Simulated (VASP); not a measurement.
A run of VASP 6.6.1 is set up as follows.

INCAR

```
PREC = Accurate
ENCUT = 520
EDIFF = 1E-6
ISMEAR = 0
SIGMA = 0.1
LREAL = F
LASPH = T
NELM = 100
ALGO = Normal
ISIF = 2
LWAVE = F
LCHARG = F
GGA = PE
NBANDS = 30
```

KPOINTS

```
Automatic mesh
0
Gamma
  6 6 6
```

The input POSCAR:

```
NaLiAlCl4
1.0
    0.0000000000      5.3061044813      5.3061044813
    5.3061044813      0.0000000000      5.3061044813
    5.3061044813      5.3061044813      0.0000000000
Na Li Al Cl
1 1 1 4
Direct
    0.0000000000      0.0000000000      0.0000000000
    0.7500000000      0.7500000000      0.7500000000
    0.5000000000      0.5000000000      0.5000000000
    0.1453923984      0.6182025339      0.6182025339
    0.6182025339      0.1453923984      0.6182025339
    0.6182025339      0.6182025339      0.1453923984
    0.6182025339      0.6182025339      0.6182025339
```

Potentials or basis: VASP PAW PBE potentials, release 64 (Na_pv, Li_sv, Al, Cl).

The run is started by

```bash
$ cat potpaw_PBE.64/Na_pv/POTCAR potpaw_PBE.64/Li_sv/POTCAR potpaw_PBE.64/Al/POTCAR potpaw_PBE.64/Cl/POTCAR > POTCAR
$ mpirun -np 1 vasp_std > vasp.out
```

**Question.** Predict the largest force.

**Answer.** 0.029 eV/Å.

Forces on the atoms (eV/Å):
```
Na   0.000  0.000  0.000
Li   0.000  0.000  0.000
Al   0.000  0.000  0.000
Cl  -0.017  0.017  0.017
Cl   0.017 -0.017  0.017
Cl   0.017  0.017 -0.017
Cl  -0.017 -0.017 -0.017
```

Caveat: an odd number of electrons without spin polarisation forces a metal; a magnetic or distorted state may lie lower.
